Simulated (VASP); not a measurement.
# Si16Au (a cell with a defect) in VASP: notebook

The runs below take Si16Au (a cell with a defect) through single point, with PBE.

Program: VASP 6.6.1. These are calculated values, not measurements. Logs are shortened: lines on timing, memory, paths and dates and some standing lists are left out, and cuts for length are marked.

### Step 1. The cell of the first run

The cell holds a defect, 17 atoms: a = 7.679 Å, b = 7.679 Å, c = 7.679 Å, α = 60.00°, β = 60.00°, γ = 60.00°.

### Step 2. Single point, PBE, collinear spin, zero start

Input file INCAR:

```
ALGO = Normal ; EDIFF = 1E-6
ENCUT = 400 ; GGA = PE
GGA_COMPAT = False ; ISIF = 2
ISMEAR = 0 ; ISPIN = 2
LASPH = True ; LCHARG = False
LMAXMIX = 4 ; LORBIT = 11
LREAL = False ; LWAVE = False
MAGMOM = 0 0 0 0 0 0 0 0 0 0 0 0 0 0 0 0 0 ; NBANDS = 56
NELM = 200 ; PREC = Accurate
SIGMA = 0.05
```

Input file KPOINTS:

```
k-points
0
Gamma
  2 2 2
```

Input file POSCAR:

```
Si16Au
1.0
    0.0000000000      5.4300000000      5.4300000000
    5.4300000000      0.0000000000      5.4300000000
    5.4300000000      5.4300000000      0.0000000000
Si Au
16 1
Direct
    0.0418949355     -0.0138905157     -0.0130174033
    0.1279043278      0.1300389503      0.1304787293
   -0.0226741252      0.0190923573      0.5015492634
    0.1244643646      0.1309825967      0.6141010129
   -0.0212923573      0.5013477901      0.0184069061
    0.1260771639      0.6129871087      0.1310241252
   -0.0244404236      0.5022980663      0.5021492634
    0.0620872007      0.6459542357      0.6454220074
    0.4989919890      0.0156389503      0.0165505525
    0.6710543278      0.1096907919      0.1113944751
    0.4955630755      0.0167686004      0.4711976980
    0.6061270718      0.1617250460      0.6160513812
    0.4973406998      0.4701272560      0.0167106814
    0.6075502762      0.6158046041      0.1611152855
    0.4328446593      0.5223168508      0.5211831492
    0.6044930018      0.6167981584      0.6161451197
    0.5499232965      0.8167048803      0.8168466851
```

Potentials or basis: VASP PAW PBE potentials, release 64 (Si, Au).

Command:

```
$ cat potpaw_PBE.64/Si/POTCAR potpaw_PBE.64/Au/POTCAR > POTCAR
$ mpirun -np 1 vasp_std > vasp.out
```

OUTCAR:

```text
EDIFF = 1E-6
   ENCUT = 400
   GGA = PE
   ISIF = 2
   ISMEAR = 0
   ISPIN = 2
   LASPH = True
   LORBIT = 11
   LREAL = False
   NELM = 200
   PREC = Accurate

 ion  position               nearest neighbor table
   1  0.042  0.986  0.987-  10 2.33   4 2.35   6 2.35   2 2.36  17 3.19
   2  0.128  0.130  0.130-   9 2.33   3 2.33   5 2.33   1 2.36
   3  0.977  0.019  0.502-  12 2.33   2 2.33   4 2.33   8 2.35
   4  0.124  0.131  0.614-  11 2.33   7 2.33   3 2.33   1 2.35
   5  0.979  0.501  0.018-  14 2.33   2 2.33   6 2.34   8 2.35
   6  0.126  0.613  0.131-  13 2.33   7 2.33   5 2.34   1 2.35
   7  0.976  0.502  0.502-  16 2.33   6 2.33   4 2.33   8 2.36
   8  0.062  0.646  0.645-  15 2.32   3 2.35   5 2.35   7 2.36  17 3.21
   9  0.499  0.016  0.017-  10 2.29   2 2.33  17 2.45  14 2.51  12 2.52
  10  0.671  0.110  0.111-  11 2.29  13 2.29   9 2.29   1 2.33
  11  0.496  0.017  0.471-  10 2.29   4 2.33  17 2.44  16 2.51  12 2.51
  12  0.606  0.162  0.616-  15 2.29   3 2.33  17 2.44  11 2.51   9 2.52
  13  0.497  0.470  0.017-  10 2.29   6 2.33  17 2.44  14 2.51  16 2.52
  14  0.608  0.616  0.161-  15 2.29   5 2.33  17 2.44   9 2.51  13 2.51
  15  0.433  0.522  0.521-  14 2.29  12 2.29  16 2.29   8 2.32
  16  0.604  0.617  0.616-  15 2.29   7 2.33  17 2.45  11 2.51  13 2.52
  17  0.550  0.817  0.817-  11 2.44  13 2.44  14 2.44  12 2.44   9 2.45  16 2.45   1 3.19   8 3.21

  LATTYP: Found a face centered cubic cell.
 ALAT       =    10.8600000000

  Lattice vectors:

 A1 = (   0.0000000000,   5.4300000000,   5.4300000000)
 A2 = (   5.4300000000,   0.0000000000,   5.4300000000)
 A3 = (   5.4300000000,   5.4300000000,   0.0000000000)

Analysis of symmetry for initial positions (statically):
=====================================================================
 Subroutine PRICEL returns:
 Original cell was already a primitive cell.

 Routine SETGRP: Setting up the symmetry group for a
 face centered cubic supercell.

 Subroutine GETGRP returns: Found  1 space group operations
 (whereof  1 operations were pure point group operations)
 out of a pool of 48 trial point group operations.

The static configuration has the point symmetry C_1 .

Analysis of symmetry for dynamics (positions and initial velocities):
=====================================================================
 Subroutine PRICEL returns:
 Original cell was already a primitive cell.

 Routine SETGRP: Setting up the symmetry group for a
 face centered cubic supercell.

 Subroutine GETGRP returns: Found  1 space group operations
 (whereof  1 operations were pure point group operations)
 out of a pool of 48 trial point group operations.

The dynamic configuration has the point symmetry C_1 .

Analysis of structural, dynamic, and magnetic symmetry:
=====================================================================
 Subroutine PRICEL returns:
 Original cell was already a primitive cell.

 Routine SETGRP: Setting up the symmetry group for a
 face centered cubic supercell.

 Subroutine GETGRP returns: Found  1 space group operations
 (whereof  1 operations were pure point group operations)
 out of a pool of 48 trial point group operations.

The overall configuration has the point symmetry C_1 .

 Subroutine INISYM returns: Found  1 space group operations
 (whereof  1 operations are pure point group operations),
 and found     1 'primitive' translations

----------------------------------------------------------------------------------------

                                     Primitive cell

  volume of cell :     320.2060

  direct lattice vectors                    reciprocal lattice vectors
     0.000000000  5.430000000  5.430000000    -0.092081031  0.092081031  0.092081031
     5.430000000  0.000000000  5.430000000     0.092081031 -0.092081031  0.092081031
     5.430000000  5.430000000  0.000000000     0.092081031  0.092081031 -0.092081031

  length of vectors
     7.679179644  7.679179644  7.679179644     0.159489025  0.159489025  0.159489025

  position of ions in fractional coordinates (direct lattice)
     0.041894935  0.986109484  0.986982597
     0.127904328  0.130038950  0.130478729
     0.977325875  0.019092357  0.501549263
     0.124464365  0.130982597  0.614101013
     0.978707643  0.501347790  0.018406906
     0.126077164  0.612987109  0.131024125
[... 9 lines left out ...]
     0.604493002  0.616798158  0.616145120
     0.549923296  0.816704880  0.816846685

  ion indices of the primitive-cell ions
   primitive index   ion index
                 1           1
                 2           2
                 3           3
                 4           4
                 5           5
                 6           6
[... 9 lines left out ...]
                16          16
                17          17

----------------------------------------------------------------------------------------

 KPOINTS: k-points

Automatic generation of k-mesh.
 Grid dimensions read from file:
[... 66 lines left out ...]
   LORBIT       =     11    0 simple, 1 ext, 2 COOP (PROOUT), +10 PAW based schemes
   GGA     = PE    functional components
   LHFCALC =     F    Hartree Fock is set to
   AEXX    =    0.0000 exact exchange contribution
   IVDW    =     0    specifies the selected vdW correction
   LEPSILON=     F    determine dielectric tensor
   LRPA    =     F    only Hartree local field effects (RPA)
 spin polarized calculation
 Gauss-broadening in eV      SIGMA  =   0.05
  energy-cutoff  :      400.00
  volume of cell :      320.21
 maximum number of plane-waves:      5817
   NGX = 25   NGY = 25   NGZ = 25

 number of electron      74.9999998 magnetization      -0.0000045

 number of electron      74.9999998 magnetization       0.0000016

 Free energy of the ion-electron system (eV)
  ---------------------------------------------------
  ext. energy  EPLUGINS =         0.00000000
  ---------------------------------------------------
  free energy    TOTEN  =       -86.01556043 eV

  energy without entropy =      -86.00829731  energy(sigma->0) =      -86.01192887

 E-fermi :   7.1665     XC(G=0):  -9.8079

 val. band max:        7.1605773173   @ k =   0.0000   0.0000   0.0000
 cond. band min:       7.1713257325   @ k =   0.0000   0.0000   0.0000
 fundamental gap:      0.0107484153
 Fermi energy:         7.1665270199

 spin component 1

 k-point     1 :       0.0000    0.0000    0.0000
  band No.  band energies     occupation
      1      -5.8034      1.00000
      2      -3.5150      1.00000
      3      -3.3485      1.00000
      4      -3.1895      1.00000
      5      -3.1839      1.00000
      6      -2.1957      1.00000
[... 41 lines left out ...]
     48       8.8181      0.00000
     49       8.8220      0.00000
[... 362 lines left out ...]
     48      10.6014      0.00000
     49      10.6138      0.00000
 Fermi energy:         7.1665270199

 spin component 2

 k-point     1 :       0.0000    0.0000    0.0000
  band No.  band energies     occupation
      1      -5.8034      1.00000
      2      -3.5150      1.00000
      3      -3.3485      1.00000
      4      -3.1895      1.00000
      5      -3.1839      1.00000
      6      -2.1957      1.00000
[... 41 lines left out ...]
     48       8.8181      0.00000
     49       8.8220      0.00000
[... 362 lines left out ...]
     48      10.6014      0.00000
     49      10.6138      0.00000
 [bands above 49 left out]

------------------------ aborting loop because EDIFF is reached ----------------------------------------

  FORCE on cell =-STRESS in cart. coord.  units (eV):
  Direction    XX          YY          ZZ          XY          YZ          ZX
  --------------------------------------------------------------------------------------
  -------------------------------------------------------------------------------------
  Total       13.1964271     12.9328831     13.0375814      0.7408652     -0.8443084      0.7172127
  in kB       66.0294168     64.7107524     65.2346190      3.7069806     -4.2245671      3.5886331
  external PRESSURE =      65.3249294 kB  Pullay stress =       0.0000000 kB

 VOLUME and BASIS-vectors are now :
 -----------------------------------------------------------------------------
  energy-cutoff  :      400.00
  volume of cell :      320.21
      direct lattice vectors                 reciprocal lattice vectors
     0.000000000  5.430000000  5.430000000    -0.092081031  0.092081031  0.092081031
     5.430000000  0.000000000  5.430000000     0.092081031 -0.092081031  0.092081031
     5.430000000  5.430000000  0.000000000     0.092081031  0.092081031 -0.092081031

 POSITION                                       TOTAL-FORCE (eV/Angst)
 -----------------------------------------------------------------------------------
     10.71389      5.58680      5.58206         0.009414     -0.001597     -0.006516
      1.41461      1.40302      1.40063        -0.006159     -0.012743     -0.006202
      2.82708      8.03029      5.41055        -0.000826      0.013849     -0.009332
      4.04580      4.01041      1.38708         0.001638     -0.005046     -0.005478
      2.82227      5.41433      8.03670        -0.002886     -0.001425      0.012903
      4.03998      1.39606      4.01312        -0.003572     -0.008105      0.000583
[... 9 lines left out ...]
      6.69488      6.62806      6.63161        -0.006339      0.017009     -0.015234
      8.87019      7.42156      7.42079        -0.003691      0.005639      0.006288
 -----------------------------------------------------------------------------------
    total drift:                               -0.000045     -0.000021     -0.000003

  FREE ENERGIE OF THE ION-ELECTRON SYSTEM (eV)
  ---------------------------------------------------
  free  energy   TOTEN  =       -86.0155604349 eV

  energy  without entropy=      -86.0082973123  energy(sigma->0) =      -86.01192887

 total charge

# of ion       s       p       d       tot
------------------------------------------
    1        0.747   0.945   0.000   1.692
    2        0.745   0.955   0.000   1.700
    3        0.745   0.955   0.000   1.700
    4        0.745   0.955   0.000   1.700
    5        0.745   0.955   0.000   1.700
    6        0.745   0.954   0.000   1.699
[... 9 lines left out ...]
   16        0.742   0.933   0.000   1.676
   17        0.765   0.572   8.718  10.055
--------------------------------------------------
tot         12.695  15.712   8.718  37.125

 magnetization (x)

# of ion       s       p       d       tot
------------------------------------------
    1       -0.000  -0.000   0.000  -0.000
    2        0.000   0.000   0.000   0.000
    3        0.000  -0.000   0.000  -0.000
    4       -0.000  -0.000   0.000  -0.000
    5        0.000  -0.000   0.000  -0.000
    6        0.000   0.000   0.000   0.000
[... 9 lines left out ...]
   16       -0.000  -0.000   0.000  -0.000
   17       -0.000  -0.000   0.000   0.000
--------------------------------------------------
tot         -0.000  -0.000   0.000  -0.000
```

Wall time 6.2 min (1 thread of Intel Xeon 8259CL, shared host); peak memory 0.5 GiB.

Results:

| Item | Value |
| --- | --- |
| Free energy | -86.0156 eV |
| Pressure | 6.5 GPa |
| Largest force | 0.034 eV/Å |
| Net moment | 0.00 μB per cell |
| Valence electrons inside the program's atomic spheres | Si 1.69, 1.70, 1.68, 1.72, 1.71 (each value once); Au 10.05 |

Forces in eV/Å, atoms in the order of the input:
```
Si   0.009 -0.002 -0.007
Si  -0.006 -0.013 -0.006
Si  -0.001  0.014 -0.009
Si   0.002 -0.005 -0.005
Si  -0.003 -0.001  0.013
Si  -0.004 -0.008  0.001
Si   0.012  0.013  0.012
Si  -0.008  0.002  0.001
Si   0.006 -0.019  0.013
Si  -0.024 -0.022  0.008
Si  -0.009 -0.008 -0.004
Si   0.021  0.022  0.010
Si  -0.018 -0.026 -0.013
Si   0.006  0.013  0.005
Si   0.026  0.019 -0.008
Si  -0.006  0.017 -0.015
Au  -0.004  0.006  0.006
```

Stress tensor (GPa, compression positive):
```
 6.60  0.37  0.36
 0.37  6.47 -0.42
 0.36 -0.42  6.52
```

Levels at points of the mesh, in eV from the Fermi level:
Spin up:
| k point | band 34 | band 35 | band 36 | band 37 | band 38 | band 39 | band 40 | band 41 |
| --- | --- | --- | --- | --- | --- | --- | --- | --- |
| (0.00, 0.00, 0.00) | -1.61 | -1.31 | -0.59 | -0.51 | -0.43 | -0.42 | -0.01 | 0.00 |
| (0.50, 0.00, 0.00) | -1.49 | -1.48 | -0.79 | -0.77 | -0.08 | 0.18 | 0.94 | 1.04 |
| (0.00, 0.50, 0.00) | -1.69 | -1.43 | -1.41 | -0.91 | 0.20 | 0.51 | 0.55 | 0.67 |
| (0.00, 0.00, 0.50) | -1.69 | -1.43 | -1.40 | -0.93 | 0.20 | 0.51 | 0.55 | 0.66 |
| (0.50, 0.50, 0.50) | -1.68 | -1.43 | -1.42 | -0.91 | 0.20 | 0.52 | 0.55 | 0.67 |
| (0.50, 0.50, 0.00) | -2.09 | -1.96 | -1.85 | -1.31 | 0.22 | 0.36 | 1.21 | 1.43 |
| (0.00, 0.50, 0.50) | -2.09 | -1.96 | -1.85 | -1.31 | 0.22 | 0.37 | 1.20 | 1.43 |
| (0.50, 0.00, 0.50) | -2.09 | -1.95 | -1.85 | -1.32 | 0.22 | 0.35 | 1.20 | 1.43 |
Spin down:
```csv
k point,band 35,band 36,band 37,band 38,band 39,band 40
"(0.00, 0.00, 0.00)",-1.31,-0.59,-0.51,-0.43,-0.42,-0.01
"(0.50, 0.00, 0.00)",-1.48,-0.79,-0.77,-0.08,0.18,0.94
"(0.00, 0.50, 0.00)",-1.43,-1.41,-0.91,0.20,0.51,0.55
"(0.00, 0.00, 0.50)",-1.43,-1.40,-0.93,0.20,0.51,0.55
"(0.50, 0.50, 0.50)",-1.43,-1.42,-0.91,0.20,0.52,0.55
"(0.50, 0.50, 0.00)",-1.96,-1.85,-1.31,0.22,0.36,1.21
"(0.00, 0.50, 0.50)",-1.96,-1.85,-1.31,0.22,0.37,1.20
"(0.50, 0.00, 0.50)",-1.95,-1.85,-1.32,0.22,0.35,1.20
```

Caveat: the k points lie up to 0.50 Å⁻¹ apart; spin-orbit coupling is left out, which moves the levels of the heavy elements.

### Step 3. Single point, PBE, collinear spin

Input file INCAR:

```
ALGO = Normal
EDIFF = 1E-6
ENCUT = 400
GGA = PE
GGA_COMPAT = False
ISIF = 2
ISMEAR = 0
ISPIN = 2
LASPH = True
LCHARG = False
LMAXMIX = 4
LORBIT = 11
LREAL = False
LWAVE = False
MAGMOM = 0 0 0 0 0 0 0 0 0 0 0 0 0 0 0 0 1
NBANDS = 56
NELM = 200
PREC = Accurate
SIGMA = 0.05
```

KPOINTS is that of step 2.

Input file POSCAR:

```
Si16Au
1.0
    0.0000000000      5.4300000000      5.4300000000
    5.4300000000      0.0000000000      5.4300000000
    5.4300000000      5.4300000000      0.0000000000
Si Au
16 1
Direct
    0.0418949552     -0.0138905591     -0.0130173917
    0.1279043442      0.1300390281      0.1304786761
   -0.0226741743      0.0190923313      0.5015492155
    0.1244644092      0.1309826212      0.6141009056
   -0.0212923275      0.5013477034      0.0184069706
    0.1260772045      0.6129870853      0.1310241129
   -0.0244404451      0.5022981087      0.5021492304
    0.0620872040      0.6459542703      0.6454219640
    0.4989918986      0.0156389515      0.0165505981
    0.6710543929      0.1096908242      0.1113944303
    0.4955630386      0.0167685600      0.4711976608
    0.6061270915      0.1617249408      0.6160514218
    0.4973406586      0.4701272819      0.0167106962
    0.6075502822      0.6158045402      0.1611153301
    0.4328447149      0.5223167828      0.5211831704
    0.6044929687      0.6167982161      0.6161451123
    0.5499232738      0.8167048934      0.8168467567
```

Potentials or basis: VASP PAW PBE potentials, release 64 (Si, Au).

Command:

```
$ cat potpaw_PBE.64/Si/POTCAR potpaw_PBE.64/Au/POTCAR > POTCAR
$ mpirun -np 1 vasp_std > vasp.out
```

Run time: 6.3 min. Hardware: 1 thread of Intel Xeon 8259CL, shared host; peak memory 0.5 GiB.

Results (log left out):

| Quantity | Value |
| --- | --- |
| Free energy | -86.0156 eV |
| Pressure | 6.5 GPa |
| Largest force | 0.034 eV/Å |
| Net moment | 0.00 μB per cell |
| Valence electrons inside the program's atomic spheres | Si 1.69, 1.70, 1.68, 1.72, 1.71 (each value once); Au 10.05 |

Forces on the atoms (eV/Å):
```
Si   0.009 -0.002 -0.007
Si  -0.006 -0.013 -0.006
Si  -0.001  0.014 -0.009
Si   0.002 -0.005 -0.006
Si  -0.003 -0.001  0.013
Si  -0.004 -0.008  0.001
Si   0.012  0.013  0.012
Si  -0.008  0.002  0.001
Si   0.006 -0.019  0.013
Si  -0.025 -0.022  0.008
Si  -0.009 -0.008 -0.004
Si   0.021  0.022  0.010
Si  -0.018 -0.026 -0.013
Si   0.006  0.013  0.005
Si   0.026  0.019 -0.008
Si  -0.006  0.017 -0.015
Au  -0.004  0.006  0.006
```

Stress tensor (GPa, compression positive):
```
 6.60  0.37  0.36
 0.37  6.47 -0.42
 0.36 -0.42  6.52
```

Levels at points of the mesh, in eV from the Fermi level:
Spin up:
```csv
k point,band 35,band 36,band 37,band 38,band 39,band 40
"(0.00, 0.00, 0.00)",-1.31,-0.59,-0.51,-0.43,-0.42,-0.01
"(0.50, 0.00, 0.00)",-1.48,-0.79,-0.77,-0.08,0.18,0.94
"(0.00, 0.50, 0.00)",-1.43,-1.41,-0.91,0.20,0.51,0.55
"(0.00, 0.00, 0.50)",-1.43,-1.40,-0.93,0.20,0.51,0.55
"(0.50, 0.50, 0.50)",-1.43,-1.42,-0.91,0.20,0.52,0.55
"(0.50, 0.50, 0.00)",-1.96,-1.85,-1.31,0.22,0.36,1.21
"(0.00, 0.50, 0.50)",-1.96,-1.85,-1.31,0.22,0.37,1.20
"(0.50, 0.00, 0.50)",-1.95,-1.85,-1.32,0.22,0.35,1.20
```
Spin down:
```csv
k point,band 34,band 35,band 36,band 37,band 38,band 39,band 40,band 41
"(0.00, 0.00, 0.00)",-1.61,-1.31,-0.59,-0.51,-0.43,-0.42,-0.01,0.00
"(0.50, 0.00, 0.00)",-1.49,-1.48,-0.79,-0.77,-0.08,0.18,0.94,1.04
"(0.00, 0.50, 0.00)",-1.69,-1.43,-1.41,-0.91,0.20,0.51,0.55,0.67
"(0.00, 0.00, 0.50)",-1.68,-1.43,-1.40,-0.93,0.20,0.51,0.55,0.66
"(0.50, 0.50, 0.50)",-1.68,-1.43,-1.42,-0.91,0.20,0.52,0.55,0.67
"(0.50, 0.50, 0.00)",-2.09,-1.96,-1.85,-1.31,0.22,0.36,1.21,1.43
"(0.00, 0.50, 0.50)",-2.09,-1.96,-1.85,-1.31,0.22,0.37,1.20,1.43
"(0.50, 0.00, 0.50)",-2.09,-1.95,-1.85,-1.32,0.22,0.35,1.20,1.43
```

Caveat: the k points lie up to 0.50 Å⁻¹ apart; spin-orbit coupling is left out, which moves the levels of the heavy elements.
